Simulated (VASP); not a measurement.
# Sn in VASP: single point with LDA

Aim: the single point of Sn with LDA.

Everything below comes from runs of VASP 6.6.1. Logs are shortened: lines on timing, memory, paths and dates and some standing lists are left out, and cuts for length are marked.

**1. The cell of the first run**

The cell holds a slab with vacuum, 10 atoms: a = 3.123 Å, b = 5.789 Å, c = 26.577 Å, α = 90.00°, β = 90.00°, γ = 90.00°.

**2. Single point, LDA**

INCAR reads:

```
SYSTEM = Sn
PREC     = Accurate       ! precision mode
ENCUT    = 520            ! plane-wave cutoff, eV
EDIFF    = 1E-6           ! SCF threshold, eV
ISMEAR   = 0              ! smearing method
SIGMA    = 0.1            ! smearing width, eV
LREAL    = .False.        ! projectors in reciprocal space
LASPH    = .True.         ! aspherical terms in the spheres
NELM     = 60             ! most SCF steps
ALGO     = Fast           ! electronic algorithm
ISIF     = 2              ! what is computed and relaxed
LWAVE    = .False.        ! write WAVECAR
LCHARG   = .False.        ! write CHGCAR
LDIPOL   = .True.       
IDIPOL   = 3            
DIPOL    = 0.5 0.5 0.500
GGA      = CA             ! functional
NBANDS   = 81             ! bands
```

KPOINTS reads:

```
regular mesh
0
Gamma
  11 6 1
  0 0 0
```

POSCAR reads:

```
Sn
1.0
    3.1228666274      0.0000000000      0.0000000000
    0.0000000000      5.7886545787      0.0000000000
    0.0000000000      0.0000000000     26.5773091573
Sn
10
Direct
    0.5000000000      0.5000000000      0.2821956111
    0.2500000000      0.0000000000      0.2821956111
    0.0000000000      0.0000000000      0.3910978056
    0.7500000000      0.5000000000      0.3910978056
    0.5000000000      0.5000000000      0.5000000000
    0.2500000000      0.0000000000      0.5000000000
    0.0000000000      0.0000000000      0.6089021944
    0.7500000000      0.5000000000      0.6089021944
    0.5000000000      0.5000000000      0.7178043889
    0.2500000000      0.0000000000      0.7178043889
```

Potentials or basis: VASP PAW LDA potentials, release 64 (Sn_d).

Command:

```console
cat potpaw_LDA.64/Sn_d/POTCAR > POTCAR
mpirun -np 1 vasp_std > vasp.out
```

OUTCAR:

```text
SYSTEM = Sn
   PREC = Accurate
   ENCUT = 520
   EDIFF = 1E-6
   ISMEAR = 0
   LREAL = .False.
   LASPH = .True.
   NELM = 60
   ISIF = 2
   GGA = CA

 ion  position               nearest neighbor table
   1  0.500  0.500  0.282-   2 3.00   2 3.00   4 3.00   2 3.72   2 3.72   4 3.72
   2  0.250  0.000  0.282-   1 3.00   1 3.00   3 3.00   1 3.72   1 3.72   3 3.72
   3  0.000  0.000  0.391-   6 3.00   4 3.00   4 3.00   2 3.00   6 3.72   4 3.72   4 3.72   2 3.72

   4  0.750  0.500  0.391-   5 3.00   3 3.00   3 3.00   1 3.00   5 3.72   3 3.72   3 3.72   1 3.72

   5  0.500  0.500  0.500-   4 3.00   8 3.00   6 3.00   6 3.00   4 3.72   8 3.72   6 3.72   6 3.72

   6  0.250  0.000  0.500-   3 3.00   7 3.00   5 3.00   5 3.00   3 3.72   7 3.72   5 3.72   5 3.72

   7  0.000  0.000  0.609-   6 3.00   8 3.00   8 3.00  10 3.00   6 3.72   8 3.72   8 3.72  10 3.72

   8  0.750  0.500  0.609-   5 3.00   7 3.00   7 3.00   9 3.00   5 3.72   7 3.72   7 3.72   9 3.72

   9  0.500  0.500  0.718-  10 3.00  10 3.00   8 3.00  10 3.72  10 3.72   8 3.72
  10  0.250  0.000  0.718-   9 3.00   9 3.00   7 3.00   9 3.72   9 3.72   7 3.72

  LATTYP: Found a simple orthorhombic cell.
 ALAT       =     3.1228666274
 B/A-ratio  =     1.8536349032
 C/A-ratio  =     8.5105489053

  Lattice vectors:

 A1 = (   3.1228666274,   0.0000000000,   0.0000000000)
 A2 = (   0.0000000000,   5.7886545787,   0.0000000000)
 A3 = (   0.0000000000,   0.0000000000,  26.5773091573)

Analysis of symmetry for initial positions (statically):
=====================================================================
 Subroutine PRICEL returns:
 Original cell was already a primitive cell.

 Routine SETGRP: Setting up the symmetry group for a
 simple orthorhombic supercell.

 Subroutine GETGRP returns: Found  8 space group operations
 (whereof  4 operations were pure point group operations)
 out of a pool of  8 trial point group operations.

The static configuration has the point symmetry C_2v.
 The point group associated with its full space group is D_2h.

Analysis of symmetry for dynamics (positions and initial velocities):
=====================================================================
 Subroutine PRICEL returns:
 Original cell was already a primitive cell.

 Routine SETGRP: Setting up the symmetry group for a
 simple orthorhombic supercell.

 Subroutine GETGRP returns: Found  8 space group operations
 (whereof  4 operations were pure point group operations)
 out of a pool of  8 trial point group operations.

The dynamic configuration has the point symmetry C_2v.
 The point group associated with its full space group is D_2h.

 Subroutine INISYM returns: Found  8 space group operations
 (whereof  4 operations are pure point group operations),
 and found     1 'primitive' translations

----------------------------------------------------------------------------------------

                                     Primitive cell

  volume of cell :     480.4432

  direct lattice vectors                    reciprocal lattice vectors
     3.122866627  0.000000000  0.000000000     0.320218607  0.000000000  0.000000000
     0.000000000  5.788654579  0.000000000     0.000000000  0.172751714  0.000000000
     0.000000000  0.000000000 26.577309157     0.000000000  0.000000000  0.037626081

  length of vectors
     3.122866627  5.788654579 26.577309157     0.320218607  0.172751714  0.037626081

  position of ions in fractional coordinates (direct lattice)
     0.500000000  0.500000000  0.282195611
     0.250000000  0.000000000  0.282195611
     0.000000000  0.000000000  0.391097806
     0.750000000  0.500000000  0.391097806
     0.500000000  0.500000000  0.500000000
     0.250000000  0.000000000  0.500000000
     0.000000000  0.000000000  0.608902194
     0.750000000  0.500000000  0.608902194
     0.500000000  0.500000000  0.717804389
     0.250000000  0.000000000  0.717804389

  ion indices of the primitive-cell ions
   primitive index   ion index
                 1           1
                 2           2
                 3           3
                 4           4
                 5           5
                 6           6
                 7           7
                 8           8
                 9           9
                10          10

----------------------------------------------------------------------------------------

 KPOINTS: regular mesh

Automatic generation of k-mesh.
 Grid dimensions read from file:
 generate k-points for:   11    6    1

 Generating k-lattice:

  Cartesian coordinates                     Fractional coordinates (reciprocal lattice)
     0.029110782  0.000000000  0.000000000     0.090909091  0.000000000  0.000000000
     0.000000000  0.028791952  0.000000000     0.000000000  0.166666667  0.000000000
     0.000000000  0.000000000  0.037626081     0.000000000  0.000000000  1.000000000

  Length of vectors
     0.029110782  0.028791952  0.037626081

  Shift w.r.t. Gamma in fractional coordinates (k-lattice)
     0.000000000  0.000000000  0.000000000

 Subroutine IBZKPT returns following result:
 ===========================================

 Found     24 irreducible k-points:

 Following reciprocal coordinates:
            Coordinates               Weight
  0.000000  0.000000  0.000000      1.000000
  0.090909  0.000000  0.000000      2.000000
  0.181818  0.000000  0.000000      2.000000
  0.272727  0.000000  0.000000      2.000000
  0.363636  0.000000  0.000000      2.000000
  0.454545  0.000000  0.000000      2.000000
[... 16 lines left out ...]
  0.363636  0.500000  0.000000      2.000000
  0.454545  0.500000  0.000000      2.000000
   k-points           NKPTS =     24   k-points in BZ     NKDIM =     24   number of bands    NBANDS=     81
   number of dos      NEDOS =    301   number of ions     NIONS =     10
   total plane-waves  NPLWV = 230400
   dimension x,y,z NGX =    24 NGY =   48 NGZ =  200
   dimension x,y,z NGXF=    48 NGYF=   96 NGZF=  400
   ions per type =              10
   NGX,Y,Z   is equivalent  to a cutoff of  12.78, 13.79, 12.51 a.u.
   NGXF,Y,Z  is equivalent  to a cutoff of  25.55, 27.57, 25.02 a.u.
 SYSTEM =  Sn
   PREC   = accura    normal or accurate (medium, high low for compatibility)
   ISTART =      0    job   : 0-new  1-cont  2-samecut
   ICHARG =      2    charge: 1-file 2-atom 10-const
   ISPIN  =      1    spin polarized calculation?
   LNONCOLLINEAR =      F non collinear calculations
   LSORBIT =      F    spin-orbit coupling
   LASPH  =      T    aspherical Exc in radial PAW
   ENCUT  =  520.0 eV  38.22 Ry    6.18 a.u.   5.81 10.76 49.42*2*pi/ulx,y,z
   NELM   =     60;   NELMIN=  2; NELMDL= -5     # of ELM steps
   EDIFF  = 0.1E-05   stopping-criterion for ELM
   LREAL  =      F    real-space projection
   EDIFFG = 0.1E-04   stopping-criterion for IOM
   NSW    =      0    number of steps for IOM
   IBRION =     -1    ionic relax: 0-MD 1-quasi-New 2-CG
   NFREE  =      0    steps in history (QN), initial steepest desc. (CG)
   ISIF   =      2    stress and relaxation
   ISYM   =      2    0-nonsym 1-usesym 2-fastsym
   POTIM  = 0.5000    time-step for ionic-motion
   TEBEG  =    0.0;   TEEND  =   0.0 temperature during run
   PSTRESS=    0.0 pullay stress
   NELECT =     140.0000    total number of electrons
   NUPDOWN=      -1.0000    fix difference up-down
   EMIN   =  10.00;   EMAX   =-10.00  energy-range for DOS
   EFERMI =   0.00;   METHOD = LEGACY
   ISMEAR =     0;   SIGMA  =   0.10  broadening in eV -4-tet -1-fermi 0-gaus
   EFERMI_NEDOS =   21; number of points for ismear=-14 and -15
   IALGO  =     68    algorithm
   IMIX   =      4    mixing-type and parameters
     AMIX     =   0.40;   BMIX     =  1.00
     AMIX_MAG =   1.60;   BMIX_MAG =  1.00
  volume/ion in A,a.u.               =      48.04       324.22
  Fermi-wavevector in a.u.,A,eV,Ry     =   1.085351  2.051016 16.027479  1.177986
  Thomas-Fermi vector in A             =   2.221462
   LORBIT       =      0    0 simple, 1 ext, 2 COOP (PROOUT), +10 PAW based schemes
   GGA     = CA    functional components
   LHFCALC =     F    Hartree Fock is set to
   AEXX    =    0.0000 exact exchange contribution
   IVDW    =     0    specifies the selected vdW correction
   LEPSILON=     F    determine dielectric tensor
   LRPA    =     F    only Hartree local field effects (RPA)
 non-spin polarized calculation
 RMM-DIIS sequential band-by-band and
 Gauss-broadening in eV      SIGMA  =   0.10
  energy-cutoff  :      520.00
  volume of cell :      480.44
 maximum number of plane-waves:     12982
 NGX is ok and might be reduce to    24
   NGX = 11   NGY = 21   NGZ = 99

 dipolmoment           0.000000      0.000000      0.000000 electrons x Angstroem

 number of electron     139.9999967 magnetization

 dipolmoment           0.000000      0.000000     -0.000000 electrons x Angstroem

 Free energy of the ion-electron system (eV)
  ---------------------------------------------------
  ext. energy  EPLUGINS =         0.00000000
  ---------------------------------------------------
  free energy    TOTEN  =       -43.55230873 eV

  energy without entropy =      -43.52767952  energy(sigma->0) =      -43.53999412

 E-fermi :   2.4526     XC(G=0):  -6.4357

 val. band max:        2.4209117417   @ k =   0.0909   0.3333   0.0000
 cond. band min:       2.4704742411   @ k =   0.4545   0.0000   0.0000
 fundamental gap:      0.0495624995
 Fermi energy:         2.4525832868

 k-point     1 :       0.0000    0.0000    0.0000
  band No.  band energies     occupation
      1     -19.1124      2.00000
      2     -19.0804      2.00000
      3     -19.0615      2.00000
      4     -19.0553      2.00000
      5     -19.0542      2.00000
      6     -19.0420      2.00000
[... 2005 lines left out ...]
     80       5.6128      0.00000
     81       5.8576      0.00000

------------------------ aborting loop because EDIFF is reached ----------------------------------------

 vacuum level on the upper side and lower side of the slab       (xc-potential included)        -0.116        -0.116

  FORCE on cell =-STRESS in cart. coord.  units (eV):
  Direction    XX          YY          ZZ          XY          YZ          ZX
  --------------------------------------------------------------------------------------
  -------------------------------------------------------------------------------------
  Total       -1.6649755     -2.3683102     -0.3341070      0.0000000      0.0000000      0.0000000
  in kB       -5.5523439     -7.8978174     -1.1141768      0.0000000      0.0000000      0.0000000
  external PRESSURE =      -4.8547794 kB  Pullay stress =       0.0000000 kB

 VOLUME and BASIS-vectors are now :
 -----------------------------------------------------------------------------
  energy-cutoff  :      520.00
  volume of cell :      480.44
      direct lattice vectors                 reciprocal lattice vectors
     3.122866627  0.000000000  0.000000000     0.320218607  0.000000000  0.000000000
     0.000000000  5.788654579  0.000000000     0.000000000  0.172751714  0.000000000
     0.000000000  0.000000000 26.577309157     0.000000000  0.000000000  0.037626081

 POSITION                                       TOTAL-FORCE (eV/Angst)
 -----------------------------------------------------------------------------------
      1.56143      2.89433      7.50000         0.034645      0.000000      0.036270
      0.78072      0.00000      7.50000        -0.034645     -0.000000      0.036270
      0.00000      0.00000     10.39433         0.039579     -0.000000     -0.053653
      2.34215      2.89433     10.39433        -0.039579     -0.000000     -0.053653
      1.56143      2.89433     13.28865         0.022484     -0.000000      0.000000
      0.78072      0.00000     13.28865        -0.022484     -0.000000      0.000000
      0.00000      0.00000     16.18298         0.039579     -0.000000      0.053653
      2.34215      2.89433     16.18298        -0.039579     -0.000000      0.053653
      1.56143      2.89433     19.07731         0.034645     -0.000000     -0.036270
      0.78072      0.00000     19.07731        -0.034645     -0.000000     -0.036270
 -----------------------------------------------------------------------------------
    total drift:                                0.000000      0.000000     -0.000000

  FREE ENERGIE OF THE ION-ELECTRON SYSTEM (eV)
  ---------------------------------------------------
  free  energy   TOTEN  =       -43.5523087287 eV

  energy  without entropy=      -43.5276795173  energy(sigma->0) =      -43.53999412

 vacuum level on the upper side and lower side of the slab         6.746         6.746
```

It took 37 min on 1 thread of Oxide Virtual Turin-like, shared host; peak memory 0.74 GiB.

What came out:

```
Free energy            : -43.5523 eV
Largest force          : 0.067 eV/Å
Band gap on the k mesh : zero (bands 70 and 71 overlap by 2.24 eV)
```

Forces in eV/Å, atoms in the order of the input:
```
Sn   0.035  0.000  0.036
Sn  -0.035  0.000  0.036
Sn   0.040  0.000 -0.054
Sn  -0.040  0.000 -0.054
Sn   0.022  0.000  0.000
Sn  -0.022  0.000  0.000
Sn   0.040  0.000  0.054
Sn  -0.040  0.000  0.054
Sn   0.035  0.000 -0.036
Sn  -0.035  0.000 -0.036
```

Caveat: spin-orbit coupling is left out, which moves the levels of the heavy elements.

The gap in the log of VASP goes by the Fermi energy; the results here count the filled bands.